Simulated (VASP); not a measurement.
Runs of VASP 6.6.1 on BaNaF. The structure is that of space group P-6m2 (No. 187), or close to it. The cells are those of the table. 

```csv
task,cell,k mesh,cutoff (eV),gap on the mesh (eV),pressure (GPa),relaxed volume (Å³/atom)
single point,"a = 4.427, b = 4.427, c = 4.370 Å, angles 90.0, 90.0, 120.0°, 3 atoms",6 × 6 × 4,520,none,8.9,-
relaxation of cell and atoms,"relaxed from a = 4.442, b = 4.442, c = 6.722 Å, angles 90.0, 90.0, 120.0°, 3 atoms",12 × 12 × 8,600,none,0.0,(b)
single point,"a = 4.442, b = 4.442, c = 6.722 Å, angles 90.0, 90.0, 120.0°, 3 atoms",6 × 6 × 4,520,none,(a),-
single point,"a = 4.434, b = 4.434, c = 6.966 Å, angles 90.0, 90.0, 120.0°, 3 atoms",12 × 12 × 8,520,none,0.3,-
relaxation of cell and atoms,"relaxed from a = 4.427, b = 4.427, c = 4.370 Å, angles 90.0, 90.0, 120.0°, 3 atoms",6 × 6 × 4,600,none,0.0,34.14
```

Alike in all rows: level PBE; potentials or basis VASP PAW PBE potentials, release 64 (Na_pv, Ba_sv, F); no spin polarisation; smearing gaussian 0.1 eV.

Q: Estimate the missing entries.

A: (a) 0.4; (b) 39.85.

Caveats: spin-orbit coupling is left out, which moves the levels of the heavy elements; the volume moved by over 15 % at a fixed basis, so the end points are rough (some runs).

A k mesh can miss the band edges, and the runs leave out spin-orbit coupling on Ba.

A gap of «none» marks levels without a gap at the run's occupations.
